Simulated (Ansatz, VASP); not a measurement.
# Two plane-wave programs on SiC3

```
C Si
1.0
     1.38654    0.80052    4.57474
    -1.38654    0.80052    4.57474
     0.00000   -1.60104    4.57474
C Si
3 1
Direct
  0.00824 0.00824 0.00824
  0.48896 0.48896 0.48896
  0.37917 0.37917 0.37917
  0.87363 0.87363 0.87363
```

Alike in both runs: task single point; functional r2SCAN; k mesh 8 × 8 × 8; no spin polarisation.

|  | VASP | Ansatz |
| --- | --- | --- |
| version | VASP 6.6.1 | Ansatz 0.2.0 |
| potentials or method | VASP PAW PBE potentials, release 64 (C, Si) | plane waves, PAW |
| plane-wave cutoff (eV) | 520 | 500 |
| occupations | gaussian, width 0.01 eV | fixed |
| valence electrons in the cell | 16 | 16 |

|  | VASP | Ansatz | Ansatz less VASP |
| --- | --- | --- | --- |
| gap on the k mesh at the Fermi level (eV) | 1.89 | 1.89 | -0.009 |
| pressure (GPa) | 20.1 | 20.1 | 0.00 |
| traceless stress, the component that is largest in VASP (GPa) | 2.05 | 2.18 | +0.133 |
| rms of the force components (eV/Å) | 0.175 | 0.182 | +0.0077 |

VASP's potentials were made for PBE, not for r2SCAN. Atom by atom the forces differ by 0.033 eV/Å (rms over components).
